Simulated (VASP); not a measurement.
# Sn in VASP: a series of runs, part 2 of 2

VASP 6.6.1. The steps go on from the part before.

## Step 4: Electric field gradients, LDA (equal xy, yz and zx shear strains of -3 %)

File INCAR:

```
SYSTEM = Sn
ALGO     = Normal         ! electronic algorithm
EDIFF    = 1E-8           ! SCF threshold, eV
ENCUT    = 520            ! plane-wave cutoff, eV
ISIF     = 2              ! what is computed and relaxed
ISMEAR   = -1             ! smearing method
LASPH    = .TRUE.         ! aspherical terms in the spheres
LCHARG   = .FALSE.        ! write CHGCAR
LEFG     = .TRUE.       
LREAL    = .FALSE.        ! projectors in reciprocal space
LWAVE    = .FALSE.        ! write WAVECAR
NBANDS   = 21             ! bands
NELM     = 80             ! most SCF steps
PREC     = Accurate       ! precision mode
SIGMA    = 0.03           ! smearing width, eV
```

File KPOINTS:

```
k-points
0
G
  9 9 9
  0 0 0
```

File POSCAR:

```
Sn
1.0
   -0.0973680000      3.1969160000      3.1969160000
    3.1969160000     -0.0973680000      3.1969160000
    3.1969160000      3.1969160000     -0.0973680000
Sn
2
Direct
    0.5000000000      0.5000000000      0.5000000000
    0.7500000000      0.7500000000      0.7500000000
```

Potentials or basis: VASP PAW LDA potentials, release 64 (Sn_d).

Run with:

```console
$ cat potpaw_LDA.64/Sn_d/POTCAR > POTCAR
$ mpirun -np 1 vasp_std > vasp.out
```

OUTCAR:

```text
SYSTEM = Sn
   EDIFF = 1E-8
   ENCUT = 520
   ISIF = 2
   ISMEAR = -1
   LASPH = .TRUE.
   LREAL = .FALSE.
   NELM = 80
   PREC = Accurate

 ion  position               nearest neighbor table
   1  0.500  0.500  0.500-   2 2.73   2 2.84   2 2.84   2 2.84
   2  0.750  0.750  0.750-   1 2.73   1 2.84   1 2.84   1 2.84

  LATTYP: Found a trigonal (rhomboedric) cell.
 ALAT       =     4.5221703141
 COS(alpha) =     0.4693254694

  Lattice vectors:

 A1 = (  -0.0973680000,   3.1969160000,   3.1969160000)
 A2 = (   3.1969160000,  -0.0973680000,   3.1969160000)
[... 791 lines left out ...]
  free  energy   TOTEN  =        -8.9072857678 eV

  energy  without entropy=       -8.9065254533  energy(sigma->0) =       -8.90690561

 Electric field gradients (V/A^2)
---------------------------------------------------------------------
 ion       V_xx      V_yy      V_zz      V_xy      V_xz      V_yz
---------------------------------------------------------------------
   1       0.000     0.000    -0.000   -23.613   -23.613   -23.613
   2       0.000     0.000    -0.000   -23.613   -23.613   -23.613
---------------------------------------------------------------------

 Electric field gradients after diagonalization (V/A^2)
 (convention: |V_zz| > |V_xx| > |V_yy|)
----------------------------------------------------------------------
 ion       V_xx      V_yy      V_zz     asymmetry (V_yy - V_xx)/ V_zz
----------------------------------------------------------------------
   1      23.613    23.613   -47.226       0.000
   2      23.613    23.613   -47.226       0.000
----------------------------------------------------------------------

           NMR quadrupolar parameters

 Cq : quadrupolar parameter    Cq=e*Q*V_zz/h
 eta: asymmetry parameters     (V_yy - V_xx)/ V_zz
 Q  : nuclear electric quadrupole moment in mb (millibarn)
----------------------------------------------------------------------
 ion       Cq(MHz)       eta       Q (mb)
----------------------------------------------------------------------
   1      -0.114       0.000       1.000
   2      -0.114       0.000       1.000
----------------------------------------------------------------------
```

stdout:

```text
POSCAR found type information on POSCAR Sn
 POSCAR found :  1 types and       2 ions
 scaLAPACK will be used
 LDA part: xc-table for (Slater(with rela. corr.)+CA(PZ))
 , standard interpolation
 POSCAR, INCAR and KPOINTS ok, starting setup
 FFT: planning ... GRIDC
 FFT: planning ... GRID_SOFT
 FFT: planning ... GRID
 WAVECAR not read
 entering main loop
ion   1

ion   2
```

Wall time 72 s (1 thread of AMD EPYC 9R45 (Zen 5), shared host); peak memory 0.19 GiB.

What came out:

| Item | Value |
| --- | --- |
| Free energy | -8.9073 eV |
| Pressure | -0.2 GPa |
| Largest force | 0.523 eV/Å |
| Band gap on the k mesh | zero (band 14 reaches 5.44 eV, above the bottom of band 15 at 5.03 eV) |

Forces in eV/Å, atoms in the order of the input:
```
Sn  -0.302 -0.302 -0.302
Sn   0.302  0.302  0.302
```

Stress tensor (GPa, compression positive):
```
-0.17  1.61  1.61
 1.61 -0.17  1.61
 1.61  1.61 -0.17
```

Electric field gradients, principal values (V/Å²):
| atom | least | middle | greatest (by size) |
| --- | --- | --- | --- |
| 1 Sn | 23.613 | 23.613 | -47.226 |
| 2 Sn | 23.613 | 23.613 | -47.226 |

Caveat: the cell differs from its parent crystal (equal xy, yz and zx shear strains of -3 %); without QUAD_EFG the Cq values of the log hold for a quadrupole moment of 1 mb, not for the nuclei; spin-orbit coupling is left out, which moves the levels of the heavy elements.

## Step 5: Electric field gradients, LDA (equal xy, yz and zx shear strains of -3 %)

File INCAR:

```
PREC     = Accurate       # precision mode
ENCUT    = 520            # plane-wave cutoff, eV
EDIFF    = 1E-8           # SCF threshold, eV
ISMEAR   = -1             # smearing method
SIGMA    = 0.03           # smearing width, eV
LREAL    = False          # projectors in reciprocal space
LASPH    = True           # aspherical terms in the spheres
NELM     = 60             # most SCF steps
ALGO     = Normal         # electronic algorithm
ISIF     = 2              # what is computed and relaxed
LWAVE    = False          # write WAVECAR
LCHARG   = False          # write CHGCAR
GGA      = CA             # functional
LEFG     = True         
NBANDS   = 21             # bands
```

File KPOINTS:

```
regular mesh
0
Gamma
  9 9 9
```

POSCAR is that of step 4.

Potentials or basis: VASP PAW LDA potentials, release 64 (Sn_d).

Run with:

```console
$ cat potpaw_LDA.64/Sn_d/POTCAR > POTCAR
$ mpirun -np 1 vasp_std > vasp.out
```

OUTCAR:

```text
PREC = Accurate
   ENCUT = 520
   EDIFF = 1E-8
   ISMEAR = -1
   LREAL = False
   LASPH = True
   NELM = 60
   ISIF = 2
   GGA = CA

 ion  position               nearest neighbor table
   1  0.500  0.500  0.500-   2 2.73   2 2.84   2 2.84   2 2.84
   2  0.750  0.750  0.750-   1 2.73   1 2.84   1 2.84   1 2.84

  LATTYP: Found a trigonal (rhomboedric) cell.
 ALAT       =     4.5221703141
 COS(alpha) =     0.4693254694

  Lattice vectors:

 A1 = (  -0.0973680000,   3.1969160000,   3.1969160000)
[... 791 lines left out ...]
  ---------------------------------------------------
  free  energy   TOTEN  =        -8.9072857678 eV

  energy  without entropy=       -8.9065254533  energy(sigma->0) =       -8.90690561

 Electric field gradients (V/A^2)
---------------------------------------------------------------------
 ion       V_xx      V_yy      V_zz      V_xy      V_xz      V_yz
---------------------------------------------------------------------
   1       0.000     0.000    -0.000   -23.613   -23.613   -23.613
   2       0.000     0.000    -0.000   -23.613   -23.613   -23.613
---------------------------------------------------------------------

 Electric field gradients after diagonalization (V/A^2)
 (convention: |V_zz| > |V_xx| > |V_yy|)
----------------------------------------------------------------------
 ion       V_xx      V_yy      V_zz     asymmetry (V_yy - V_xx)/ V_zz
----------------------------------------------------------------------
   1      23.613    23.613   -47.226       0.000
   2      23.613    23.613   -47.226       0.000
----------------------------------------------------------------------

           NMR quadrupolar parameters

 Cq : quadrupolar parameter    Cq=e*Q*V_zz/h
 eta: asymmetry parameters     (V_yy - V_xx)/ V_zz
 Q  : nuclear electric quadrupole moment in mb (millibarn)
----------------------------------------------------------------------
 ion       Cq(MHz)       eta       Q (mb)
----------------------------------------------------------------------
   1      -0.114       0.000       1.000
   2      -0.114       0.000       1.000
----------------------------------------------------------------------
```

OSZICAR:

```text
N       E                     dE             d eps       ncg     rms          rms(c)
DAV:   1     0.231272669550E+03    0.23127E+03   -0.14891E+04  3600   0.194E+03
DAV:   2     0.169106607347E+02   -0.21436E+03   -0.20987E+03  3580   0.450E+02
DAV:   3    -0.816424629079E+01   -0.25075E+02   -0.24940E+02  4165   0.142E+02
DAV:   4    -0.900648980570E+01   -0.84224E+00   -0.84190E+00  4043   0.296E+01
DAV:   5    -0.903541698121E+01   -0.28927E-01   -0.28927E-01  5155   0.535E+00    0.330E+00
DAV:   6    -0.894895301999E+01    0.86464E-01   -0.39035E-02  4416   0.215E+00    0.187E+00
DAV:   7    -0.890666212522E+01    0.42291E-01   -0.63301E-02  3847   0.221E+00    0.151E-01
DAV:   8    -0.890720882589E+01   -0.54670E-03   -0.62168E-03  4180   0.867E-01    0.530E-02
DAV:   9    -0.890728008131E+01   -0.71255E-04   -0.23923E-04  4730   0.125E-01    0.211E-02
DAV:  10    -0.890728563538E+01   -0.55541E-05   -0.16196E-05  4452   0.351E-02    0.334E-03
DAV:  11    -0.890728574454E+01   -0.10916E-06   -0.15375E-06  4296   0.826E-03    0.189E-03
DAV:  12    -0.890728577181E+01   -0.27270E-07   -0.30388E-07  4944   0.365E-03    0.622E-04
DAV:  13    -0.890728576783E+01    0.39809E-08   -0.31853E-08  3400   0.145E-03
   1 F= -.89072858E+01 E0= -.89069056E+01  d E =-.760315E-03
```

It took 77 s on 1 thread of AMD EPYC 9R45 (Zen 5), shared host; peak memory 0.19 GiB.

Results:

```
Free energy            : -8.9073 eV
Pressure               : -0.2 GPa
Largest force          : 0.523 eV/Å
Band gap on the k mesh : zero (band 14 reaches 5.44 eV, above the bottom of band 15 at 5.03 eV)
```

Forces in eV/Å, atoms in the order of the input:
```
Sn  -0.302 -0.302 -0.302
Sn   0.302  0.302  0.302
```

Stress tensor (GPa, compression positive):
```
-0.17  1.61  1.61
 1.61 -0.17  1.61
 1.61  1.61 -0.17
```

Levels at points of the mesh, in eV from the Fermi level:
| k point | band 11 | band 12 | band 13 | band 14 | band 15 | band 16 | band 17 | band 18 |
| --- | --- | --- | --- | --- | --- | --- | --- | --- |
| (0.00, 0.00, 0.00) | -10.57 | -0.75 | 0.16 | 0.16 | 0.18 | 2.04 | 2.04 | 2.66 |

Electric field gradients, principal values (V/Å²):
```csv
atom,least,middle,greatest (by size)
1 Sn,23.613,23.613,-47.226
2 Sn,23.613,23.613,-47.226
```

Caveat: the cell differs from its parent crystal (equal xy, yz and zx shear strains of -3 %); without QUAD_EFG the Cq values of the log hold for a quadrupole moment of 1 mb, not for the nuclei; spin-orbit coupling is left out, which moves the levels of the heavy elements.

## Step 6: Overview

```tsv
cell	gap on the mesh (eV)	pressure (GPa)
a = 4.567, b = 4.567, c = 4.590 Å, angles 59.8, 59.8, 60.3°, 2 atoms	none	0.1
a = 4.659, b = 4.659, c = 4.590 Å, angles 60.5, 60.5, 59.0°, 2 atoms	none	-1.5
a = 4.522 Å, angles 62.0°, 2 atoms	none	-0.2
```

Alike in all rows: task electric field gradients; level LDA; potentials or basis VASP PAW LDA potentials, release 64 (Sn_d); no spin polarisation; k mesh 9 × 9 × 9; cutoff (eV) 520; smearing fermi-dirac 0.03 eV.

Caveats: spin-orbit coupling is left out, which moves the levels of the heavy elements.

Absolute energies hang on the potentials; compare differences alone.
